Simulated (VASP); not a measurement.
GaMo:

```
CELL_PARAMETERS angstrom
3.29170 0.00000 0.00000
0.00000 3.29170 0.00000
0.00000 0.00000 3.29170
ATOMIC_POSITIONS crystal
Ga 0.50000 0.50000 0.50000
Mo 0.00000 0.00000 0.00000
```

The cell was generated, and may not be a known phase.

```yaml
Program: VASP 6.6.1
Task: relaxation of cell and atoms
Functional: PBE
Potentials_or_basis: VASP PAW PBE potentials, release 64 (Ga_d, Mo_sv)
Cutoff: 600 eV
k_mesh: 6 × 6 × 6
Occupations: gaussian, width 0.2 eV
Spin: no spin polarisation
```

At the start: pressure -19.1 GPa; volume 17.83 Å³/atom.

**Question.** How do energy, volume and symmetry change on relaxing?

**Answer.** Over 4 steps the energy falls by 177.8 meV/atom and the volume is 15.27 Å³/atom (-14.4 %); space group Pm-3m (No. 221, to 0.1 Å) before and after.

Step by step:
| step | energy change (eV) | largest force (eV/Å) | pressure (GPa) | volume (Å³) |
| --- | --- | --- | --- | --- |
| 1 | 0.0000 | 0.0000 | -19.08 | 35.67 |
| 2 | 0.1852 | 0.0000 | 43.25 | 25.79 |
| 3 | -0.3551 | 0.0000 | -0.93 | 30.66 |
| 4 | -0.3556 | 0.0000 | -0.18 | 30.53 |

Final structure:
```cif
data_structure
_symmetry_space_group_name_H-M 'P 1'
_symmetry_Int_Tables_number 1
_cell_length_a 3.1256
_cell_length_b 3.1256
_cell_length_c 3.1256
_cell_angle_alpha 90.000
_cell_angle_beta 90.000
_cell_angle_gamma 90.000
_cell_volume 30.53
loop_
_atom_site_label
_atom_site_type_symbol
_atom_site_fract_x
_atom_site_fract_y
_atom_site_fract_z
_atom_site_occupancy
Ga1 Ga 0.50000 0.50000 0.50000 1
Mo1 Mo 0.00000 0.00000 0.00000 1
```
